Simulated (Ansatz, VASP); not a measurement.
# V: VASP beside Ansatz

INCAR

```
PREC = Accurate
ENCUT = 520
EDIFF = 1E-7
ISMEAR = 0
SIGMA = 0.05
LREAL = False
LASPH = True
NELM = 150
ALGO = Normal
ISIF = 2
LWAVE = False
LCHARG = False
ISPIN = 2
MAGMOM = 0.05
LORBIT = 11
LMAXMIX = 4
GGA = PS
NBANDS = 16
```

KPOINTS

```
regular mesh
0
Gamma
  20 20 20
```

The input POSCAR:

```
V
1.0
   -1.4792009239      1.4792009239      1.4792009239
    1.4792009239     -1.4792009239      1.4792009239
    1.4792009239      1.4792009239     -1.4792009239
V
1
Direct
    0.0000000000      0.0000000000      0.0000000000
```

Input for Ansatz:

```yaml
crystal:
  lattice:
    - [-1.4792009239, 1.4792009239, 1.4792009239]
    - [1.4792009239, -1.4792009239, 1.4792009239]
    - [1.4792009239, 1.4792009239, -1.4792009239]
  atoms:
    - { symbol: V, position: [0.0, 0.0, 0.0], spin: 0.05 }
basis:
  ecutwfc: 420
  ecutrho_ratio: 4
kpoints:
  mp_grid: { grid: [20, 20, 20] }
hamiltonian:
  xc: pbesol
scf:
  occupations: { method: gaussian, width: 0.05 }
output:
  forces: true
  stress: true
  eigenvalues: true
  populations: true
magnetization:
  spin_polarized: true
```

Alike in both runs: task single point; functional PBEsol; k mesh 20 × 20 × 20; occupations gaussian, width 0.05 eV; collinear spin.

```csv
,VASP,Ansatz
version,VASP 6.6.1,Ansatz 0.2.0
potentials or method,"VASP PAW PBE potentials, release 64 (V_sv), cutoff 520 eV","scalar-relativistic, plane waves, PAW"
valence electrons in the cell,13,13
```

Ansatz gave:

```
pressure (GPa)           : 0.1
net moment per atom (μB) : 0.00
```

Question: Estimate VASP's values.

Answer: Pressure (GPa): 0.3; net moment per atom (μB): 0.00.

VASP's potentials were made for PBE, not for PBEsol. Ansatz's warnings: seeded moment not kept.
